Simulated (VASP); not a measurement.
Write the native input for VASP 6.6.1 that does the following.

```
Task                   : electric field gradients
Functional             : LDA
Potentials or basis    : VASP PAW LDA potentials, release 64 (Mg, S)
Cutoff                 : 520 eV
k mesh                 : 8 × 8 × 8
Occupations            : fermi-dirac, width 0.01 eV
Spin                   : no spin polarisation
Dipole correction      : no
Further INCAR settings : ALGO = Normal; EDIFF = 1e-08; NBANDS = 11
```

The structure of MgS lies in POSCAR:

```
MgS
1.0
    0.0000000000      2.6188799723      2.6188799723
    2.6188799723      0.0000000000      2.6188799723
    2.6188799723      2.6188799723      0.0000000000
Mg S
1 1
Direct
    0.0000000000      0.0000000000      0.0000000000
    0.5000000000      0.5000000000      0.5000000000
```

This cell differs from its parent crystal: volume scaled by 1.02.

The input as run:

INCAR

```
SYSTEM = MgS
ALGO = Normal ; EDIFF = 1E-8
ENCUT = 520 ; ISIF = 2
ISMEAR = -1 ; LASPH = .TRUE.
LCHARG = .FALSE. ; LEFG = .TRUE.
LREAL = .FALSE. ; LWAVE = .FALSE.
NBANDS = 11 ; NELM = 60
PREC = Accurate ; SIGMA = 0.01
```

KPOINTS

```
k-points
0
G
  8 8 8
  0 0 0
```

Potentials or basis: VASP PAW LDA potentials, release 64 (Mg, S).

Run with:

```sh
$ cat potpaw_LDA.64/Mg/POTCAR potpaw_LDA.64/S/POTCAR > POTCAR
$ mpirun -np 1 vasp_std > vasp.out
```

Results of the run:

The pressure is -5.1 GPa. The band gap on the k mesh is 2.52 eV, indirect (least direct gap 3.34 eV).

Caveat: without QUAD_EFG the Cq values of the log hold for a quadrupole moment of 1 mb, not for the nuclei.

It took 7.6 s on 1 thread of Intel(R) Xeon(R) Platinum 8559C (Emerald Rapids) (shared host), peak memory 0.14 GiB.
